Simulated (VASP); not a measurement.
Input of a VASP 6.6.1 run:

INCAR

```
SYSTEM = Si16O
  PREC = Accurate
  ENCUT = 520
  EDIFF = 1E-6
  ISMEAR = 0
  SIGMA = 0.02
  LREAL = Auto
  LASPH = .TRUE.
  NELM = 80
  ALGO = Normal
  ISIF = 2
  LWAVE = .FALSE.
  LCHARG = .TRUE.
  GGA = PS
  LELF = .TRUE.
  LVHAR = .TRUE.
  NBANDS = 49
```

Contents of KPOINTS:

```
Automatic mesh
0
G
  3 3 3
  0 0 0
```

POSCAR

```
Si16O
1.0
    0.0000000000      5.4338342766     -5.4338342766
    5.4338342766      5.4338342766      0.0000000000
    5.4338342766      0.0000000000     -5.4338342766
Si O
16 1
Direct
    0.1715712060      0.0794406819      0.1197900905
    0.1300674559      0.6265351181      0.1257802438
    0.5820263996      0.1304062590      0.1314627874
    0.6781130621      0.5976867962      0.1084976041
    0.1112078450      0.1226967857      0.6376613315
    0.1368849255      0.6258240180      0.6137082639
    0.6073298949      0.1293151326      0.6376144033
    0.6254639591      0.6282794664      0.6217378610
    0.3070052223      0.7086061709      0.2407464846
    0.2121220378      0.2544718756      0.2632940070
    0.7538946334      0.7553759079      0.2469901421
    0.7007707277      0.2423193150      0.2705312538
    0.2512001527      0.7483982383      0.7511141842
    0.2383321673      0.2527067316      0.7561810484
    0.7607171639      0.7536604526      0.7356057981
    0.7353441045      0.2543088231      0.7583081835
   -0.0645704271      0.0537898260      0.2234160886
```

Potentials or basis: VASP PAW PBE potentials, release 64 (Si, O).

Command:

```sh
$ cat potpaw_PBE.64/Si/POTCAR potpaw_PBE.64/O/POTCAR > POTCAR
$ mpirun -np 1 vasp_std > vasp.out
```

What does it give for the pressure?

2.2 GPa.

Predict the largest force.

0.093 eV/Å.

Predict the band gap on the k mesh.

0.40 eV.

Stress tensor (GPa, compression positive):
```
 2.19 -1.51  1.11
-1.51  2.07 -1.41
 1.11 -1.41  2.36
```

Caveat: the PAW data sets were made with another functional, which shifts forces and pressure a little.
